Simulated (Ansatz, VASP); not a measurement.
## TiO2: VASP beside Ansatz

Contents of INCAR:

```
ALGO = Normal
EDIFF = 1E-8
ENCUT = 520
GGA = PS
ISIF = 2
ISMEAR = -4
LASPH = True
LCHARG = False
LEFG = True
LREAL = False
LWAVE = False
NBANDS = 33
NELM = 100
PREC = Accurate
SIGMA = 0.1
```

Contents of KPOINTS:

```
k-points
0
Gamma
  7 7 10
```

Contents of POSCAR:

```
TiO2
1.0
    4.5922000000      0.0000000000      0.0000000000
    0.0000000000      4.5922000000      0.0000000000
    0.0000000000      0.0000000000      2.9574000000
Ti O
2 4
Direct
    0.0000000000      0.0000000000      0.0000000000
    0.5000000000      0.5000000000      0.5000000000
    0.3049600000      0.3049600000      0.0000000000
    0.1950400000      0.8049600000      0.5000000000
    0.6950400000      0.6950400000      0.0000000000
    0.8049600000      0.1950400000      0.5000000000
```

Input for Ansatz:

```yaml
crystal:
  lattice:
    - [4.5922, 0.0, 0.0]
    - [0.0, 4.5922, 0.0]
    - [0.0, 0.0, 2.9574]
  atoms:
    - { symbol: Ti, position: [0.0, 0.0, 0.0] }
    - { symbol: Ti, position: [0.5, 0.5, 0.5] }
    - { symbol: O, position: [0.30496, 0.30496, 0.0] }
    - { symbol: O, position: [0.19504, 0.80496, 0.5] }
    - { symbol: O, position: [0.69504, 0.69504, 0.0] }
    - { symbol: O, position: [0.80496, 0.19504, 0.5] }
kpoints:
  mp_grid: { grid: [7, 7, 10] }
scf:
  occupations: { method: tetrahedron_uncorrected }
hamiltonian:
  xc: pbesol
  pseudopotentials: { kind: paw }
output:
  forces: true
  stress: true
  populations: true
  efg:
    quadrupole_moments_barn: { Ti: 0.247, O: -0.02558 }
    contact_densities: true
```

Alike in both runs: task electric field gradients; functional PBEsol; k mesh 7 × 7 × 10; no spin polarisation.

```csv
,VASP,Ansatz
version,VASP 6.6.1,Ansatz 0.2.0
potentials or method,"VASP PAW PBE potentials, release 64 (Ti_sv, O)","plane-wave PAW, scalar-relativistic"
plane-wave cutoff (eV),520,420
occupations,tetrahedron,tetrahedron-uncorrected
valence electrons in the cell,48,48
```

|  | VASP | Ansatz | Ansatz less VASP |
| --- | --- | --- | --- |
| gap on the k mesh at the Fermi level (eV) | 1.84 | 1.86 | +0.028 |
| pressure (GPa) | -1.0 | -1.7 | -0.66 |
| traceless stress, the component that is largest in VASP (GPa) | -1.15 | -1.35 | -0.202 |
| rms of the force components (eV/Å) | 0.026 | 0.015 | -0.0113 |
| size of Vzz on the site where it differs most (V/Å²) | 21.4 | 22.6 | +1.19 |

VASP's potentials were made for PBE, not for PBEsol. Atom by atom the forces differ by 0.011 eV/Å (rms over components). Ansatz's warnings: band table not solved further.
